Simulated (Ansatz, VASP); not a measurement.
**One calculation of Hf, two programs**

The input INCAR:

```
PREC = Accurate ; ENCUT = 520
EDIFF = 1E-7 ; ISMEAR = 0
SIGMA = 0.15 ; LREAL = F
LASPH = T ; NELM = 100
ALGO = Fast ; ISIF = 2
LWAVE = F ; LCHARG = F
GGA = PS ; NBANDS = 17
```

Contents of KPOINTS:

```
regular mesh
0
Gamma
  18 18 10
```

The input POSCAR:

```
Hf
1.0
    3.1966985242      0.0000000000      0.0000000000
   -1.5983492621      2.7684221302      0.0000000000
    0.0000000000      0.0000000000      5.0578000000
Hf
2
Direct
    0.1763245387      0.5517282517      0.1610285104
    0.6666666667      0.3333333333      0.7500000000
```

Input for Ansatz:

```yaml
crystal:
  lattice:
    - [3.1966985242, 0.0, 0.0]
    - [-1.5983492621, 2.7684221302, 0.0]
    - [0.0, 0.0, 5.0578]
  atoms:
    - { symbol: Hf, position: [0.1763245387, 0.5517282517, 0.1610285104] }
    - { symbol: Hf, position: [0.6666666667, 0.3333333333, 0.75] }
basis:
  ecutwfc: 420
kpoints:
  mp_grid: { grid: [18, 18, 10] }
hamiltonian:
  xc: pbesol
scf:
  occupations: { method: gaussian, width: 0.15 }
output:
  forces: true
  stress: true
  eigenvalues: true
```

Alike in both runs: task single point; functional PBEsol; k mesh 18 × 18 × 10; occupations gaussian, width 0.15 eV; no spin polarisation.

|  | VASP | Ansatz |
| --- | --- | --- |
| version | VASP 6.6.1 | Ansatz 0.2.0 |
| potentials or method | VASP PAW PBE potentials, release 64 (Hf_pv), cutoff 520 eV | scalar-relativistic, plane waves, PAW |
| valence electrons in the cell | 20 | 52 |

VASP gave:

* gap on the k mesh at the Fermi level (eV): none
* pressure (GPa): 3.3
* traceless stress, the component that is largest in VASP (GPa): -8.50
* rms of the force components (eV/Å): 2.100

Which values does Ansatz return?

gap on the k mesh at the Fermi level (eV): none; pressure (GPa): 3.7; traceless stress, the component that is largest in VASP (GPa): -8.61; rms of the force components (eV/Å): 2.141.

VASP's potentials were made for PBE, not for PBEsol. Atom by atom the forces differ by 0.041 eV/Å (rms over components). A gap of «none» marks a metal or a gap that the smearing closes. VASP's potentials hold 20 valence electrons a cell and Ansatz's 52, so a difference there can come from the potentials and not from the codes.

Spin-orbit coupling is off throughout.
